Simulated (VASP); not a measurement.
Write the native input for VASP 6.6.1 that does the following.

```yaml
Task: single point
Functional: PBEsol
Potentials_or_basis: VASP PAW PBE potentials, release 64 (Mo_sv, S)
Cutoff: 520 eV
k_mesh: 9 × 9 × 2
Occupations: gaussian, width 0.05 eV
Spin: no spin polarisation
Dipole_correction: no
Further_INCAR_settings: ALGO = Normal; EDIFF = 1e-06; NBANDS = 35
```

The structure of MoS2 lies in POSCAR:

```
MoS2
1.0
    3.1690000000      0.0000000000      0.0000000000
   -1.5845000000      2.7444345046      0.0000000000
    0.0000000000      0.0000000000     12.3240000000
Mo S
2 4
Direct
    0.3333333333      0.6666666667      0.2500000000
    0.6666666667      0.3333333333      0.7500000000
    0.3333333333      0.6666666667      0.6230000000
    0.6666666667      0.3333333333      0.1230000000
    0.3333333333      0.6666666667      0.8770000000
    0.6848853562      0.3697707122      0.3770000000
```

These files were run (other wordings do the same):

INCAR

```
SYSTEM = MoS2
PREC     = Accurate       ! precision mode
ENCUT    = 520            ! plane-wave cutoff, eV
EDIFF    = 1E-6           ! SCF threshold, eV
ISMEAR   = 0              ! smearing method
SIGMA    = 0.05           ! smearing width, eV
LREAL    = .FALSE.        ! projectors in reciprocal space
LASPH    = .TRUE.         ! aspherical terms in the spheres
NELM     = 60             ! most SCF steps
ALGO     = Normal         ! electronic algorithm
ISIF     = 2              ! what is computed and relaxed
LWAVE    = .FALSE.        ! write WAVECAR
LCHARG   = .TRUE.         ! write CHGCAR
GGA      = PS             ! functional
LELF     = .TRUE.         ! ELF
LVHAR    = .TRUE.       
NBANDS   = 35             ! bands
```

KPOINTS

```
Automatic mesh
0
G
  9 9 2
  0 0 0
```

Potentials or basis: VASP PAW PBE potentials, release 64 (Mo_sv, S).

Launch:

```bash
$ cat potpaw_PBE.64/Mo_sv/POTCAR potpaw_PBE.64/S/POTCAR > POTCAR
$ mpirun -np 1 vasp_std > vasp.out
```

Results of the run:

| Quantity | Value |
| --- | --- |
| Pressure | -2.9 GPa |
| Largest force | 0.938 eV/Å |
| Band gap on the k mesh | 0.92 eV, indirect (least direct gap 1.65 eV) |

Caveat: the PAW data sets were made with another functional, which shifts forces and pressure a little; this functional lacks dispersion, which binds the layers, so the pressure and a relaxed spacing across them are unreliable.

It took 2.3 min on 1 thread of Intel Xeon 6975P-C (shared host), peak memory 0.31 GiB.
